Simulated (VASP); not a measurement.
Write the native input for VASP 6.6.1 that does the following.

```yaml
Task: single point
Functional: PBE-based screened hybrid
Potentials_or_basis: VASP PAW PBE potentials, release 64 (Zn, Se)
Cutoff: 520 eV
k_mesh: 4 × 4 × 4
Occupations: gaussian, width 0.01 eV
Spin: no spin polarisation
Dipole_correction: no
Grid_for_exact_exchange_PRECFOCK: Normal
Share_of_exact_exchange: 0.35
Further_INCAR_settings: ALGO = Normal; EDIFF = 1e-07; NBANDS = 16
Screening_parameter: 0.3 1/Å
```

The system is ZnSe.

```xyz
2
Lattice="0.0000 2.8324 2.8324 2.8324 0.0000 2.8324 2.8324 2.8324 0.0000" Properties=species:S:1:pos:R:3 pbc="T T T"
Zn    0.0000    0.0000    0.0000
Se    1.4162    1.4162    1.4162
```

The input as run:

POSCAR

```
ZnSe
1.0
    0.0000000000      2.8324206805      2.8324206805
    2.8324206805      0.0000000000      2.8324206805
    2.8324206805      2.8324206805      0.0000000000
Zn Se
1 1
Direct
    0.0000000000      0.0000000000      0.0000000000
    0.2500000000      0.2500000000      0.2500000000
```

INCAR.step1

```
PREC     = Accurate       # precision mode
ENCUT    = 520            # plane-wave cutoff, eV
EDIFF    = 1E-5           # SCF threshold, eV
ISMEAR   = 0              # smearing method
SIGMA    = 0.01           # smearing width, eV
LREAL    = False          # projectors in reciprocal space
LASPH    = True           # aspherical terms in the spheres
NELM     = 60             # most SCF steps
ALGO     = Normal         # electronic algorithm
ISIF     = 2              # what is computed and relaxed
LWAVE    = True           # write WAVECAR
NBANDS   = 16             # bands
GGA      = PE             # functional
```

INCAR.step2

```
PREC     = Accurate       # precision mode
ENCUT    = 520            # plane-wave cutoff, eV
EDIFF    = 1E-7           # SCF threshold, eV
ISMEAR   = 0              # smearing method
SIGMA    = 0.01           # smearing width, eV
LREAL    = False          # projectors in reciprocal space
LASPH    = True           # aspherical terms in the spheres
NELM     = 60             # most SCF steps
ALGO     = Normal         # electronic algorithm
ISIF     = 2              # what is computed and relaxed
LWAVE    = False          # write WAVECAR
LCHARG   = True           # write CHGCAR
GGA      = PE             # functional
LHFCALC  = True           # exact exchange
AEXX     = 0.35           # exact-exchange fraction
HFSCREEN = 0.3            # screening, 1/A
PRECFOCK = Normal       
LELF     = True           # ELF
LVHAR    = True         
NBANDS   = 16             # bands
ISTART   = 1
```

KPOINTS

```
Automatic mesh
0
Gamma
  4 4 4
```

Potentials or basis: VASP PAW PBE potentials, release 64 (Zn, Se).

Launch:

```sh
$ cat potpaw_PBE.64/Zn/POTCAR potpaw_PBE.64/Se/POTCAR > POTCAR
$ cp INCAR.step1 INCAR
$ mpirun -np 1 vasp_std > vasp.out
$ cp INCAR.step2 INCAR
$ mpirun -np 1 vasp_std > vasp.out
```

It gave:

```json
{
  "Pressure": "1.4 GPa",
  "Band gap on the k mesh": "2.64 eV, direct"
}
```

Caveat: the k points lie up to 0.48 Å⁻¹ apart; the PAW data sets were made with another functional, which shifts forces and pressure a little.

Wall time 9.3 min on 1 thread of AMD EPYC 7R13 Processor (Zen 3), on a shared host, peak memory 0.24 GiB.
